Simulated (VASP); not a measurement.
**Sc: single point with PBEsol**

Crystal: Sc.

```
CELL_PARAMETERS angstrom
3.35880 0.00000 0.00000
-1.67940 2.90881 0.00000
0.00000 0.00000 4.95530
ATOMIC_POSITIONS crystal
Sc 0.33333 0.66667 0.25000
Sc 0.66667 0.33333 0.75000
```

```yaml
Program: VASP 6.6.1
Task: single point
Functional: PBEsol
Potentials_or_basis: VASP PAW PBE potentials, release 64 (Sc_sv)
Cutoff: 520 eV
k_mesh: 15 × 15 × 10
Occupations: gaussian, width 0.15 eV
Spin: no spin polarisation
Dipole_correction: no
Further_INCAR_settings: ALGO = Fast; EDIFF = 1e-07; NBANDS = 18
```

The pressure is -1.3 GPa. The band gap on the k mesh is zero (band 11 reaches 4.86 eV, above the bottom of band 12 at 3.10 eV).

Stress tensor (GPa, compression positive):
```
-2.61  0.00  0.00
 0.00 -2.61  0.00
 0.00  0.00  1.37
```

Levels at points of the mesh, in eV from the Fermi level:
```tsv
k point	band 9	band 10	band 11	band 12	band 13	band 14
(0.00, 0.00, 0.00)	-5.14	-1.58	1.10	1.56	1.56	2.10
(0.00, 0.00, 0.50)	-3.46	-3.46	1.20	1.20	1.39	1.39
```

It took 3 min on 1 thread of Intel(R) Xeon(R) Platinum 8488C (Sapphire Rapids), with other jobs on the host, peak memory 0.25 GiB.

Caveat: the PAW data sets were made with another functional, which shifts forces and pressure a little.
